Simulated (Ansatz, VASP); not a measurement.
**TiAl in VASP and in Ansatz**

```
CELL_PARAMETERS angstrom
2.95314 0.00000 0.00000
-1.47657 2.55749 0.00000
0.00000 0.00000 4.76480
ATOMIC_POSITIONS crystal
Ti 0.00000 0.00000 0.00000
Al 0.33333 0.66667 0.50000
```

Change from the starting cell: mode 6 frozen in at +0.000 Å, equal normal strain along x, y and z +0.0250.

Alike in both runs: task single point; functional PBE; k mesh 18 × 18 × 10; occupations gaussian, width 0.15 eV; no spin polarisation.

|  | VASP | Ansatz |
| --- | --- | --- |
| version | VASP 6.6.1 | Ansatz 0.2.0 |
| potentials or method | VASP PAW PBE potentials, release 64 (Ti_sv, Al), cutoff 520 eV | scalar-relativistic, plane waves, PAW |
| valence electrons in the cell | 15 | 15 |

VASP gave:

| Quantity | Value |
| --- | --- |
| gap on the k mesh at the Fermi level (eV) | none |
| pressure (GPa) | -6.8 |
| traceless stress, the component that is largest in VASP (GPa) | -0.78 |

Task: What did Ansatz give for the same quantities?

Result: gap on the k mesh at the Fermi level (eV): none; pressure (GPa): -6.8; traceless stress, the component that is largest in VASP (GPa): -0.80.

A gap of «none» marks a metal or a gap that the smearing closes.
